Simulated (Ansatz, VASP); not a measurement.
Se: VASP beside Ansatz

The input INCAR:

```
PREC     = Accurate       # precision mode
ENCUT    = 520            # plane-wave cutoff, eV
EDIFF    = 1E-6           # SCF threshold, eV
ISMEAR   = -1             # smearing method
SIGMA    = 0.1            # smearing width, eV
LREAL    = F              # projectors in reciprocal space
LASPH    = T              # aspherical terms in the spheres
NELM     = 60             # most SCF steps
ALGO     = Normal         # electronic algorithm
ISIF     = 2              # what is computed and relaxed
LWAVE    = F              # write WAVECAR
LCHARG   = T              # write CHGCAR
GGA      = PE             # functional
LELF     = T              # ELF
LVHAR    = T            
NBANDS   = 13             # bands
```

File KPOINTS:

```
Automatic mesh
0
Gamma
  11 11 11
```

Contents of POSCAR:

```
Se
1.0
    0.0000000000      2.3325060983      2.3325060983
    2.3325060983      0.0000000000      2.3325060983
    2.3325060983      2.3325060983      0.0000000000
Se
2
Direct
   -0.1250000000     -0.1250000000     -0.1250000000
    0.1250000000      0.1250000000      0.1250000000
```

Input for Ansatz:

```yaml
crystal:
  lattice:
    - [0.0, 2.3325060983, 2.3325060983]
    - [2.3325060983, 0.0, 2.3325060983]
    - [2.3325060983, 2.3325060983, 0.0]
  atoms:
    - { symbol: Se, position: [-0.125, -0.125, -0.125] }
    - { symbol: Se, position: [0.125, 0.125, 0.125] }
kpoints:
  mp_grid: { grid: [11, 11, 11] }
  band_path:
    path:
      - [0.0, 0.0, 0.0]
      - [0.5, 0.0, 0.5]
      - [0.625, 0.25, 0.625]
      - [0.375, 0.375, 0.75]
      - [0.0, 0.0, 0.0]
      - [0.5, 0.5, 0.5]
      - [0.5, 0.25, 0.75]
      - [0.5, 0.0, 0.5]
    npoints: 8
scf:
  occupations: { method: fermi_dirac, width: 0.1 }
hamiltonian:
  xc: pbe
  pseudopotentials: { kind: all_electron, lapw: { basis_error: 0.001 } }
output:
  forces: true
  stress: true
  eigenvalues: true
  populations: true
  dos: { projected: true, de: 0.2, e_range: [-14, 8] }
```

Change from the starting cell: volume scaled by 0.4, LAPW.

Alike in both runs: task single point; functional PBE; k mesh 11 × 11 × 11; occupations fermi-dirac, width 0.1 eV; no spin polarisation.

|  | VASP | Ansatz |
| --- | --- | --- |
| version | VASP 6.6.1 | Ansatz 0.2.0 |
| potentials or method | VASP PAW PBE potentials, release 64 (Se), cutoff 520 eV | all-electron LAPW, scalar-relativistic |

Ansatz gave:

| Item | Value |
| --- | --- |
| pressure (GPa) | 212.3 |

Which values does VASP return?

Pressure (GPa): 216.1.

Both programs put the cell under a high pressure, so it lies far from rest at this level. Ansatz ran all-electron here, and VASP with PAW potentials.

Noted on VASP's run: the cell as given lies far from equilibrium.
